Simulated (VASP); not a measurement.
# CuPt6 (P6/mmm) in VASP: further runs

Runs on CuPt6. Level: PBE. Tasks: single point, relaxation of cell and atoms.

All numbers are computed with VASP 6.6.1; they aren't measurements. Logs are shortened: lines on timing, memory, paths and dates and some standing lists are left out, and cuts for length are marked.

## 1. The cell of the first run

The structure is hexagonal, space group P6/mmm (No. 191). Conventional cell: a = 7.183 Å, b = 7.183 Å, c = 2.664 Å, α = 90.00°, β = 90.00°, γ = 120.00°. Cu (site symmetry 6/mmm) has 6 Pt at 2.60 Å and 2 Cu at 2.66 Å within 3.4 Å. Pt (site symmetry mm2) has 1 Cu at 2.60 Å and 6 Pt at 2.60 to 2.67 Å within 3.4 Å.

## 2. Single point, PBE

Input file INCAR:

```
SYSTEM = CuPt6
ALGO = Normal
EDIFF = 1E-6
ENCUT = 520
GGA = PE
ISIF = 2
ISMEAR = 0
LASPH = .True.
LCHARG = .True.
LELF = .True.
LREAL = .False.
LVHAR = .True.
LWAVE = .False.
NBANDS = 44
NELM = 100
PREC = Accurate
SIGMA = 0.1
```

Input file KPOINTS:

```
k-points
0
Gamma
  6 6 14
  0 0 0
```

Input file POSCAR:

```
CuPt6
1.0
    7.1826929931      0.0000000000      0.0000000000
   -3.5913464965      6.2203945996      0.0000000000
    0.0000000000      0.0000000000      2.6636837342
Cu Pt
1 6
Direct
    0.0000000000      0.0000000000      0.5000000000
    0.7907755444      0.2092244556      0.5000000000
    0.7907755444      0.5815510889      0.5000000000
    0.4184489111      0.2092244556      0.5000000000
    0.2092244556      0.7907755444      0.5000000000
    0.2092244556      0.4184489111      0.5000000000
    0.5815510889      0.7907755444      0.5000000000
```

Potentials or basis: VASP PAW PBE potentials, release 64 (Cu, Pt).

Command:

```
$ cat potpaw_PBE.64/Cu/POTCAR potpaw_PBE.64/Pt/POTCAR > POTCAR
$ mpirun -np 1 vasp_std > vasp.out
```

OUTCAR:

```text
SYSTEM = CuPt6
   EDIFF = 1E-6
   ENCUT = 520
   GGA = PE
   ISIF = 2
   ISMEAR = 0
   LASPH = .True.
   LREAL = .False.
   NELM = 100
   PREC = Accurate

 ion  position               nearest neighbor table
   1  0.000  0.000  0.500-   3 2.60   6 2.60   4 2.60   7 2.60   2 2.60   5 2.60
   2  0.791  0.209  0.500-   1 2.60   7 2.60   6 2.60   3 2.67   4 2.67
   3  0.791  0.582  0.500-   7 2.60   1 2.60   5 2.60   2 2.67   4 2.67
   4  0.418  0.209  0.500-   6 2.60   1 2.60   5 2.60   2 2.67   3 2.67
   5  0.209  0.791  0.500-   1 2.60   4 2.60   3 2.60   6 2.67   7 2.67
   6  0.209  0.418  0.500-   4 2.60   1 2.60   2 2.60   5 2.67   7 2.67
   7  0.582  0.791  0.500-   3 2.60   1 2.60   2 2.60   5 2.67   6 2.67

  LATTYP: Found a hexagonal cell.
 ALAT       =     7.1826929931
 C/A-ratio  =     0.3708474992

  Lattice vectors:

 A1 = (   7.1826929931,   0.0000000000,   0.0000000000)
 A2 = (  -3.5913464965,   6.2203945996,   0.0000000000)
 A3 = (   0.0000000000,   0.0000000000,   2.6636837342)

Analysis of symmetry for initial positions (statically):
=====================================================================
 Subroutine PRICEL returns:
 Original cell was already a primitive cell.

 Routine SETGRP: Setting up the symmetry group for a
 hexagonal supercell.

 Subroutine GETGRP returns: Found 24 space group operations
 (whereof 24 operations were pure point group operations)
 out of a pool of 24 trial point group operations.

The static configuration has the point symmetry D_6h.

Analysis of symmetry for dynamics (positions and initial velocities):
=====================================================================
 Subroutine PRICEL returns:
 Original cell was already a primitive cell.

 Routine SETGRP: Setting up the symmetry group for a
 hexagonal supercell.

 Subroutine GETGRP returns: Found 24 space group operations
 (whereof 24 operations were pure point group operations)
 out of a pool of 24 trial point group operations.

The dynamic configuration has the point symmetry D_6h.

 Subroutine INISYM returns: Found 24 space group operations
 (whereof 24 operations are pure point group operations),
 and found     1 'primitive' translations

----------------------------------------------------------------------------------------

                                     Primitive cell

  volume of cell :     119.0112

  direct lattice vectors                    reciprocal lattice vectors
     7.182692993  0.000000000  0.000000000     0.139223548  0.080380753  0.000000000
    -3.591346496  6.220394600  0.000000000     0.000000000  0.160761505  0.000000000
     0.000000000  0.000000000  2.663683734     0.000000000  0.000000000  0.375419945

  length of vectors
     7.182692993  7.182692993  2.663683734     0.160761505  0.160761505  0.375419945

  position of ions in fractional coordinates (direct lattice)
     0.000000000  0.000000000  0.500000000
     0.790775544  0.209224456  0.500000000
     0.790775544  0.581551089  0.500000000
     0.418448911  0.209224456  0.500000000
     0.209224456  0.790775544  0.500000000
     0.209224456  0.418448911  0.500000000
     0.581551089  0.790775544  0.500000000

  ion indices of the primitive-cell ions
   primitive index   ion index
                 1           1
                 2           2
                 3           3
                 4           4
                 5           5
                 6           6
                 7           7

----------------------------------------------------------------------------------------

 KPOINTS: k-points

Automatic generation of k-mesh.
 Grid dimensions read from file:
 generate k-points for:    6    6   14

 Generating k-lattice:

  Cartesian coordinates                     Fractional coordinates (reciprocal lattice)
     0.023203925  0.013396792  0.000000000     0.166666667  0.000000000  0.000000000
     0.000000000  0.026793584  0.000000000     0.000000000  0.166666667  0.000000000
     0.000000000  0.000000000  0.026815710     0.000000000  0.000000000  0.071428571

  Length of vectors
     0.026793584  0.026793584  0.026815710

  Shift w.r.t. Gamma in fractional coordinates (k-lattice)
     0.000000000  0.000000000  0.000000000

 Subroutine IBZKPT returns following result:
 ===========================================

 Found     56 irreducible k-points:

 Following reciprocal coordinates:
            Coordinates               Weight
  0.000000  0.000000  0.000000      1.000000
  0.166667 -0.000000  0.000000      6.000000
  0.333333  0.000000  0.000000      6.000000
  0.500000 -0.000000  0.000000      3.000000
  0.166667  0.166667  0.000000      6.000000
  0.333333  0.166667  0.000000     12.000000
[... 16 lines left out ...]
  0.166667 -0.000000  0.214286     12.000000
  0.333333  0.000000  0.214286     12.000000
 [... further k-points ...]
   k-points           NKPTS =     56   k-points in BZ     NKDIM =     56   number of bands    NBANDS=     44
[... 38 lines left out ...]
  volume/ion in A,a.u.               =      17.00       114.73
  Fermi-wavevector in a.u.,A,eV,Ry     =   1.378156  2.604337 25.841727  1.899313
  Thomas-Fermi vector in A             =   2.503243
   LORBIT       =      0    0 simple, 1 ext, 2 COOP (PROOUT), +10 PAW based schemes
   GGA     = PE    functional components
   LHFCALC =     F    Hartree Fock is set to
   AEXX    =    0.0000 exact exchange contribution
   IVDW    =     0    specifies the selected vdW correction
   LEPSILON=     F    determine dielectric tensor
   LRPA    =     F    only Hartree local field effects (RPA)
 non-spin polarized calculation
 Gauss-broadening in eV      SIGMA  =   0.10
  energy-cutoff  :      520.00
  volume of cell :      119.01
 maximum number of plane-waves:      3234
 NGX is ok and might be reduce to    54
   NGX = 27   NGY = 27   NGZ =  9

 number of electron      71.0000020 magnetization

 Free energy of the ion-electron system (eV)
  ---------------------------------------------------
  ext. energy  EPLUGINS =         0.00000000
  ---------------------------------------------------
  free energy    TOTEN  =       -38.31648355 eV

  energy without entropy =      -38.26584399  energy(sigma->0) =      -38.29116377

 E-fermi :   8.2544     XC(G=0): -12.3845

 val. band max:        8.2536329110   @ k =   0.1667   0.1667   0.4286
 cond. band min:       8.2544137747   @ k =   0.3333   0.3333   0.3571
 fundamental gap:      0.0007808637
 Fermi energy:         8.2543795840

 k-point     1 :       0.0000    0.0000    0.0000
  band No.  band energies     occupation
      1      -0.3297      2.00000
      2       2.1394      2.00000
      3       2.4601      2.00000
      4       2.4601      2.00000
      5       2.6543      2.00000
      6       2.7638      2.00000
[... 36 lines left out ...]
     43      15.8311      0.00000
     44      16.1376      0.00000

 k-point     2 :       0.1667   -0.0000    0.0000
  band No.  band energies     occupation
      1      -0.1877      2.00000
      2       2.1476      2.00000
      3       2.3051      2.00000
      4       2.4120      2.00000
      5       2.4499      2.00000
      6       2.8122      2.00000
[... 36 lines left out ...]
     43      14.7399      0.00000
     44      14.8399      0.00000

 k-point     3 :       0.3333    0.0000    0.0000
  band No.  band energies     occupation
      1       0.2218      2.00000
      2       1.5668      2.00000
      3       2.1934      2.00000
      4       2.3267      2.00000
      5       2.5466      2.00000
      6       2.9551      2.00000
[... 36 lines left out ...]
     43      13.3846      0.00000
     44      13.5174      0.00000

 k-point     4 :       0.5000   -0.0000    0.0000
  band No.  band energies     occupation
      1       0.8108      2.00000
      2       0.8797      2.00000
      3       2.0961      2.00000
      4       2.2880      2.00000
      5       2.8786      2.00000
      6       2.9511      2.00000
[... 882 lines left out ...]
     43      16.5294      0.00000
     44      17.1620      0.00000

 k-point    23 :       0.1667   -0.0000    0.2143
  band No.  band energies     occupation
      1       0.7717      2.00000
      2       2.6111      2.00000
      3       2.9247      2.00000
      4       3.0717      2.00000
      5       3.1186      2.00000
      6       3.7714      2.00000
[... 36 lines left out ...]
     43      15.3691      0.00000
     44      16.2354      0.00000

 k-point    24 :       0.3333    0.0000    0.2143
  band No.  band energies     occupation
      1       1.1817      2.00000
      2       2.4414      2.00000
      3       2.7124      2.00000
      4       2.9474      2.00000
      5       2.9505      2.00000
      6       3.7618      2.00000
[... 36 lines left out ...]
     43      13.9072      0.00000
     44      14.4618      0.00000

 [... further k-points ...]
[... 5 lines left out ...]
  --------------------------------------------------------------------------------------
  -------------------------------------------------------------------------------------
  Total       -0.1104668     -0.1104668     -0.2850252     -0.0000000      0.0000000      0.0000000
  in kB       -1.4871483     -1.4871483     -3.8371255     -0.0000000      0.0000000      0.0000000
  external PRESSURE =      -2.2704740 kB  Pullay stress =       0.0000000 kB

 VOLUME and BASIS-vectors are now :
 -----------------------------------------------------------------------------
  energy-cutoff  :      520.00
  volume of cell :      119.01
      direct lattice vectors                 reciprocal lattice vectors
     7.182692993  0.000000000  0.000000000     0.139223548  0.080380753  0.000000000
    -3.591346496  6.220394600  0.000000000     0.000000000  0.160761505  0.000000000
     0.000000000  0.000000000  2.663683734     0.000000000  0.000000000  0.375419945

 POSITION                                       TOTAL-FORCE (eV/Angst)
 -----------------------------------------------------------------------------------
      0.00000      0.00000      1.33184         0.000000      0.000000     -0.000000
      4.92850      1.30146      1.33184        -0.007956      0.004594     -0.000000
      3.59135      3.61748      1.33184        -0.000000     -0.009187      0.000000
      2.25419      1.30146      1.33184         0.007956      0.004594     -0.000000
     -1.33715      4.91894      1.33184         0.007956     -0.004594      0.000000
      0.00000      2.60292      1.33184         0.000000      0.009187     -0.000000
      1.33715      4.91894      1.33184        -0.007956     -0.004594      0.000000
 -----------------------------------------------------------------------------------
    total drift:                               -0.000000      0.000000      0.000000

  FREE ENERGIE OF THE ION-ELECTRON SYSTEM (eV)
  ---------------------------------------------------
  free  energy   TOTEN  =       -38.3164835505 eV

  energy  without entropy=      -38.2658439867  energy(sigma->0) =      -38.29116377
```

Wall time 8.9 min (1 thread of Intel Xeon Platinum 8375C at 2.90GHz (Ice Lake), shared host); peak memory 0.39 GiB.

What came out:

| Property | Result |
| --- | --- |
| Free energy | -38.3165 eV |
| Pressure | -0.2 GPa |
| Largest force | 0.009 eV/Å |

Forces in eV/Å, atoms in the order of the input:
```
Cu   0.000  0.000  0.000
Pt  -0.008  0.005  0.000
Pt   0.000 -0.009  0.000
Pt   0.008  0.005  0.000
Pt   0.008 -0.005  0.000
Pt   0.000  0.009  0.000
Pt  -0.008 -0.005  0.000
```

Levels at points of the mesh, in eV from the Fermi level:
```
           k point  band 34  band 35  band 36  band 37  band 38  band 39
(0.00, 0.00, 0.00)    -0.24    -0.24     0.17     0.17     0.37     0.37
(0.50, 0.00, 0.00)    -0.53    -0.21    -0.16     0.02     0.06     0.22
(0.00, 0.00, 0.50)     0.55     0.55     1.41     2.49     4.07     4.34
(0.50, 0.00, 0.50)     1.43     1.60     1.90     1.97     3.51     4.13
```

Caveat: spin-orbit coupling is left out, which moves the levels of the heavy elements.

## 3. Relaxation of cell and atoms, PBE

Input file INCAR:

```
SYSTEM = CuPt6
  PREC = Accurate
  ENCUT = 600
  EDIFF = 1E-6
  ISMEAR = 0
  SIGMA = 0.1
  LREAL = .FALSE.
  LASPH = .TRUE.
  NELM = 100
  ALGO = Normal
  ISIF = 3
  LWAVE = .FALSE.
  LCHARG = .FALSE.
  GGA = PE
  IBRION = 2
  NSW = 100
  EDIFFG = -0.01
```

Input file KPOINTS:

```
regular mesh
0
G
  6 6 14
  0 0 0
```

Input file POSCAR:

```
CuPt6
1.0
    7.1671292144      0.0000000000      0.0000000000
   -3.5835646072      6.2069159719      0.0000000000
    0.0000000000      0.0000000000      2.6775259633
Cu Pt
1 6
Direct
    0.0000000000      0.0000000000      0.5000000000
    0.7907915486      0.2092084514      0.5000000000
    0.7907915486      0.5815830972      0.5000000000
    0.4184169028      0.2092084514      0.5000000000
    0.2092084514      0.7907915486      0.5000000000
    0.2092084514      0.4184169028      0.5000000000
    0.5815830972      0.7907915486      0.5000000000
```

Potentials or basis: VASP PAW PBE potentials, release 64 (Cu, Pt).

Command:

```
$ cat potpaw_PBE.64/Cu/POTCAR potpaw_PBE.64/Pt/POTCAR > POTCAR
$ mpirun -np 1 vasp_std > vasp.out
```

It took 23 min on 1 thread of Intel Xeon Platinum 8375C at 2.90GHz (Ice Lake), shared host; peak memory 0.49 GiB.

Results (log left out):

```
Free energy                            : -38.3172 eV
Relaxed volume                         : 16.98 Å³/atom
Relaxed cell                           : a = 7.181 Å, b = 7.181 Å, c = 2.661 Å, α = 90.00°, β = 90.00°, γ = 120.00°
Space group after relaxing (to 0.05 Å) : P6/mmm (No. 191)
Energy gained by relaxing              : 0.8 meV/atom
Ionic steps                            : 5
Pressure after relaxing                : 0.0 GPa
Largest force after relaxing           : 0.005 eV/Å
```

Forces in eV/Å, atoms in the order of the input:
```
Cu   0.000  0.000  0.000
Pt  -0.004  0.002  0.000
Pt   0.000 -0.005  0.000
Pt   0.004  0.002  0.000
Pt   0.004 -0.002  0.000
Pt   0.000  0.005  0.000
Pt  -0.004 -0.002  0.000
```

Step by step:
```
step  energy change (eV)  largest force (eV/Å)  pressure (GPa)  volume (Å³)
   1              0.0000                0.0082           -0.15       119.11
   2             -0.0026                0.0103           -0.10       118.83
   3             -0.0057                0.0089           -0.15       118.95
   4             -0.0056                0.0003            0.24       118.70
   5             -0.0057                0.0045            0.01       118.84
```

Final structure:
```xyz
7
Lattice="7.1812 0.0000 0.0000 -3.5906 6.2191 0.0000 0.0000 0.0000 2.6610" Properties=species:S:1:pos:R:3 pbc="T T T"
Cu    0.0000    0.0000    1.3305
Pt    4.9273    1.3013    1.3305
Pt    3.5906    3.6165    1.3305
Pt    2.2539    1.3013    1.3305
Pt   -1.3367    4.9178    1.3305
Pt    0.0000    2.6026    1.3305
Pt    1.3367    4.9178    1.3305
```

Levels at points of the mesh, in eV from the Fermi level:
```
           k point  band 34  band 35  band 36  band 37  band 38  band 39
(0.00, 0.00, 0.00)    -0.24    -0.24     0.17     0.17     0.37     0.37
(0.50, 0.00, 0.00)    -0.53    -0.21    -0.16     0.03     0.06     0.23
(0.00, 0.00, 0.50)     0.55     0.55     1.41     2.50     4.09     4.34
(0.50, 0.00, 0.50)     1.43     1.61     1.90     1.97     3.53     4.15
```

Caveat: spin-orbit coupling is left out, which moves the levels of the heavy elements.

## 4. Single point, PBE

This run uses another cell than the first one, of 16.77 Å³/atom, 0.986 times its volume.

Input file INCAR:

```
PREC = Accurate
ENCUT = 520
EDIFF = 1E-7
ISMEAR = 0
SIGMA = 0.1
LREAL = False
LASPH = True
NELM = 100
ALGO = Normal
ISIF = 2
LWAVE = False
LCHARG = False
GGA = PE
NBANDS = 44
```

Input file KPOINTS:

```
regular mesh
0
Gamma
  6 6 4
```

Input file POSCAR:

```
CuPt6
1.0
    7.1946324891      0.0000000000      0.0000000000
   -3.5973162446      6.2307345065      0.0000000000
    0.0000000000      0.0000000000      2.6184326982
Cu Pt
1 6
Direct
    0.0000000000      0.0000000000      0.5000000000
    0.7905820529      0.2094179471      0.5000000000
    0.7905820529      0.5811641059      0.5000000000
    0.4188358941      0.2094179471      0.5000000000
    0.2094179471      0.7905820529      0.5000000000
    0.2094179471      0.4188358941      0.5000000000
    0.5811641059      0.7905820529      0.5000000000
```

Command:

```
$ cat potpaw_PBE.64/Cu/POTCAR potpaw_PBE.64/Pt/POTCAR > POTCAR
$ mpirun -np 1 vasp_std > vasp.out
```

Wall time 3.9 min (1 thread of Intel Xeon Platinum 8375C at 2.90GHz (Ice Lake), shared host); peak memory 0.29 GiB.

Results (log left out):

* Free energy: -39.5018 eV
* Pressure: -0.4 GPa
* Largest force: 0.006 eV/Å

Forces in eV/Å, atoms in the order of the input:
```
Cu   0.000  0.000  0.000
Pt  -0.005  0.003  0.000
Pt   0.000 -0.006  0.000
Pt   0.005  0.003  0.000
Pt   0.005 -0.003  0.000
Pt   0.000  0.006  0.000
Pt  -0.005 -0.003  0.000
```

Stress tensor (GPa, compression positive):
```
-0.29  0.00  0.00
 0.00 -0.29  0.00
 0.00  0.00 -0.59
```

Levels at points of the mesh, in eV from the Fermi level:
| k point | band 32 | band 33 | band 34 | band 35 | band 36 | band 37 | band 38 | band 39 | band 40 | band 41 |
| --- | --- | --- | --- | --- | --- | --- | --- | --- | --- | --- |
| (0.00, 0.00, 0.00) | -0.37 | -0.37 | -0.21 | -0.21 | 0.19 | 0.19 | 0.29 | 0.29 | 0.42 | 0.48 |
| (0.50, 0.00, 0.00) | -0.54 | -0.53 | -0.48 | -0.28 | -0.13 | 0.05 | 0.09 | 0.24 | 0.72 | 2.77 |
| (0.00, 0.00, 0.50) | 0.49 | 0.53 | 0.56 | 0.56 | 1.35 | 2.66 | 4.39 | 4.39 | 4.47 | 4.82 |
| (0.50, 0.00, 0.50) | -0.03 | 0.50 | 1.51 | 1.69 | 1.89 | 1.98 | 3.81 | 4.26 | 4.53 | 4.55 |

Caveat: the k points lie up to 0.60 Å⁻¹ apart; spin-orbit coupling is left out, which moves the levels of the heavy elements.

## 5. The runs side by side

| task | cell | k mesh | cutoff (eV) | gap on the mesh (eV) | pressure (GPa) | largest force (eV/Å) |
| --- | --- | --- | --- | --- | --- | --- |
| single point | a = 7.183, b = 7.183, c = 2.664 Å, angles 90.0, 90.0, 120.0°, 7 atoms | 6 × 6 × 14 | 520 | none | -0.2 | 0.01 |
| relaxation of cell and atoms | relaxed from a = 7.167, b = 7.167, c = 2.678 Å, angles 90.0, 90.0, 120.0°, 7 atoms | 6 × 6 × 14 | 600 | none | 0.0 | - |
| single point | a = 7.195, b = 7.195, c = 2.618 Å, angles 90.0, 90.0, 120.0°, 7 atoms | 6 × 6 × 4 | 520 | none | -0.4 | 0.01 |

Alike in all rows: level PBE; potentials or basis VASP PAW PBE potentials, release 64 (Cu, Pt); no spin polarisation; smearing gaussian 0.1 eV.

Caveats: some runs use coarse meshes; spin-orbit coupling is left out, which moves the levels of the heavy elements.

Total energies depend on the potentials used, so only differences within one code and one set of settings carry meaning.
